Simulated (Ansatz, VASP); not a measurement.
W: VASP beside Ansatz

```
CELL_PARAMETERS angstrom
4.65493 0.00000 0.00000
-2.32746 4.03128 0.00000
0.00000 0.00000 2.56519
ATOMIC_POSITIONS crystal
W 0.00000 0.00000 0.00000
W 0.33333 0.66667 0.50000
W 0.66667 0.33333 0.50000
```

Alike in both runs: functional PBEsol; k mesh 6 × 6 × 6; occupations gaussian, width 0.1 eV; no spin polarisation.

Ansatz relaxed the structure, and its values are those at the end. VASP's run is a single point on that final structure, the one shown.

```csv
,VASP,Ansatz
version,VASP 6.6.1,Ansatz 0.2.0
potentials or method,"VASP PAW PBE potentials, release 64 (W_sv), cutoff 520 eV","scalar-relativistic, plane waves, PAW"
valence electrons in the cell,42,42
```

|  | VASP | Ansatz | Ansatz less VASP |
| --- | --- | --- | --- |
| gap on the k mesh at the Fermi level (eV) | none | none | - |
| pressure (GPa) | 0.8 | 0.1 | -0.79 |

VASP's potentials were made for PBE, not for PBEsol. A gap of «none» marks a metal or a gap that the smearing closes.

The k mesh is coarse, so the values compare programs but aren't converged. Spin-orbit coupling is off throughout.
